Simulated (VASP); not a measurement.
Set up this calculation in VASP 6.6.1, as the native input.

```yaml
Task: relaxation of cell and atoms
Functional: PBE
Potentials_or_basis: VASP PAW PBE potentials, release 64 (Ga_d, Sb, N)
Cutoff: 600 eV
k_mesh: 3 × 3 × 4
Occupations: gaussian, width 0.1 eV
Spin: no spin polarisation
Dipole_correction: no
Further_INCAR_settings: ALGO = Normal; EDIFF = 1e-07; IBRION = 2; EDIFFG = -0.04; NSW = 90; ISIF = 3
```

The structure of Ga3SbN2 lies in POSCAR:

```
Ga3SbN2
1.0
    6.0582720239      0.0000000000      0.0000000000
   -3.0291360119      5.2466174757      0.0000000000
    0.0000000000      0.0000000000      6.9156568739
Ga Sb N
3 1 2
Direct
    0.5000000000      0.0000000000      0.2419388814
    0.0000000000      0.5000000000      0.2419388814
    0.5000000000      0.5000000000      0.2419388814
    0.0000000000      0.0000000000      0.3724505104
    0.3333333333      0.6666666667      0.1613279277
    0.6666666667      0.3333333333      0.1613279277
```

The cell was built from a structure type or drawn by symmetry, and may not be a known phase.

One way to write it, as run:

INCAR

```
SYSTEM = Ga3SbN2
  PREC = Accurate
  ENCUT = 600
  EDIFF = 1E-7
  ISMEAR = 0
  SIGMA = 0.1
  LREAL = .FALSE.
  LASPH = .TRUE.
  NELM = 100
  ALGO = Normal
  ISIF = 3
  LWAVE = .FALSE.
  LCHARG = .FALSE.
  GGA = PE
  IBRION = 2
  NSW = 90
  EDIFFG = -0.04
```

KPOINTS

```
Automatic mesh
0
G
  3 3 4
  0 0 0
```

Potentials or basis: VASP PAW PBE potentials, release 64 (Ga_d, Sb, N).

Run with:

```console
$ cat potpaw_PBE.64/Ga_d/POTCAR potpaw_PBE.64/Sb/POTCAR potpaw_PBE.64/N/POTCAR > POTCAR
$ mpirun -np 1 vasp_std > vasp.out
```

It gave:

| Property | Result |
| --- | --- |
| Pressure after relaxing | 0.0 GPa |
| Largest force after relaxing | 0.012 eV/Å |
| Band gap on the k mesh | 0.61 eV (least direct gap 0.89 eV) |

Caveat: the relaxation stopped at its first step, so nothing moved; spin-orbit coupling is left out, which moves the levels of the heavy elements; an odd mesh through Γ misses points on the zone boundary, where band edges can lie.

Run time: 92 s on 1 thread of Intel(R) Xeon(R) Platinum 8488C (Sapphire Rapids) (shared host), peak memory 0.38 GiB.
